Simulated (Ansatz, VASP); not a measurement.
Two plane-wave programs on GaP

```
Ga P
1.0
     1.89727    1.09539    6.30049
    -1.89727    1.09539    6.30049
     0.00000   -2.19077    6.30049
Ga P
2 2
Direct
  0.43598 0.43598 0.43598
  0.56402 0.56402 0.56402
  0.05804 0.05804 0.05804
  0.94196 0.94196 0.94196
```

Alike in both runs: task single point; functional LDA; k mesh 9 × 9 × 9; occupations gaussian, width 0.05 eV; no spin polarisation.

```csv
,VASP,Ansatz
version,VASP 6.6.1,Ansatz 0.2.0
potentials or method,"VASP PAW LDA potentials, release 64 (Ga_d, P), cutoff 520 eV","scalar-relativistic, plane waves, PAW"
valence electrons in the cell,36,36
```

Ansatz gave:

* gap on the k mesh at the Fermi level (eV): 0.74
* least direct gap on the mesh (eV): 1.15
* pressure (GPa): 0.0
* traceless stress, the component that is largest in VASP (GPa): -0.05
* rms of the force components (eV/Å): 0.002

Q: Which values does VASP return?

A: gap on the k mesh at the Fermi level (eV): 0.75; least direct gap on the mesh (eV): 1.16; pressure (GPa): 0.1; traceless stress, the component that is largest in VASP (GPa): -0.12; rms of the force components (eV/Å): 0.016.

Ansatz warns that its potentials were made for another functional, while VASP's fit it. LDA's correlation is that of Perdew and Zunger in VASP and of Perdew and Wang (1992) in Ansatz. Atom by atom the forces differ by 0.017 eV/Å (rms over components).
